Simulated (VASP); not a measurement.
Set up this calculation in VASP 6.6.1, as the native input.

```yaml
Task: electric field gradients
Functional: PBE
Potentials_or_basis: VASP PAW PBE potentials, release 64 (Cu)
Cutoff: 520 eV
k_mesh: 17 × 17 × 17
Occupations: fermi-dirac, width 0.03 eV
Spin: no spin polarisation
Dipole_correction: no
Further_INCAR_settings: ALGO = Normal; EDIFF = 1e-08; NBANDS = 12
```

The structure of Cu lies in POSCAR:

```
Cu
1.0
    0.0000000000      1.8075000000      1.8075000000
    1.8075000000      0.0000000000      1.8075000000
    1.8075000000      1.8075000000      0.0000000000
Cu
1
Direct
    0.0000000000      0.0000000000      0.0000000000
```

These files were run (other wordings do the same):

INCAR

```
SYSTEM = Cu
PREC = Accurate ; ENCUT = 520
EDIFF = 1E-8 ; ISMEAR = -1
SIGMA = 0.03 ; LREAL = .FALSE.
LASPH = .TRUE. ; NELM = 120
ALGO = Normal ; ISIF = 2
LWAVE = .FALSE. ; LCHARG = .FALSE.
GGA = PE ; LEFG = .TRUE.
NBANDS = 12 ; GGA_COMPAT = .FALSE.
```

KPOINTS

```
Automatic mesh
0
G
  17 17 17
  0 0 0
```

Potentials or basis: VASP PAW PBE potentials, release 64 (Cu).

Command:

```bash
$ cat potpaw_PBE.64/Cu/POTCAR > POTCAR
$ mpirun -np 1 vasp_std > vasp.out
```

Results of the run:

```json
{
 "Pressure": "2.1 GPa",
 "Band gap on the k mesh": "zero (an odd number of electrons rules out a gap without spin polarisation)",
 "Largest electric field gradient by atom": "under 0.05 V/Å² on every atom"
}
```

It took 39 s on 1 thread of AMD EPYC 7R13, with other jobs on the host, peak memory 0.14 GiB.
